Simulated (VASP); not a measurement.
WC:

```
CELL_PARAMETERS angstrom
2.90050 0.00000 0.00000
-1.45025 2.51191 0.00000
0.00000 0.00000 2.82900
ATOMIC_POSITIONS crystal
W 0.00000 0.00000 0.00000
C 0.66667 0.33333 0.50000
```

Base run:

```yaml
Program: VASP 6.6.1
Functional: PBE
Potentials_or_basis: VASP PAW PBE potentials, release 64 (W_sv, C)
Cutoff: 520 eV
k_mesh: 14 × 14 × 13
Occupations: fermi-dirac, width 0.05 eV
Spin: no spin polarisation
```

Its results: band gap on the k mesh zero (bands 9 and 10 overlap by 1.32 eV); pressure 9.7 GPa.

The run is repeated on the same cell with these changes: functional from PBE to r2SCAN; further incar settings from ALGO = Normal; EDIFF = 1e-06; NBANDS = 16 to ALGO = Normal; EDIFF = 1e-08; NBANDS = 16. What comes out?

Band gap on the k mesh zero (bands 9 and 10 overlap by 1.36 eV); pressure 6.3 GPa.

Caveats: the cell stands under pressure; spin-orbit coupling is left out, which moves the levels of the heavy elements; the PAW data sets were made with another functional, which shifts forces and pressure a little (at least some runs).
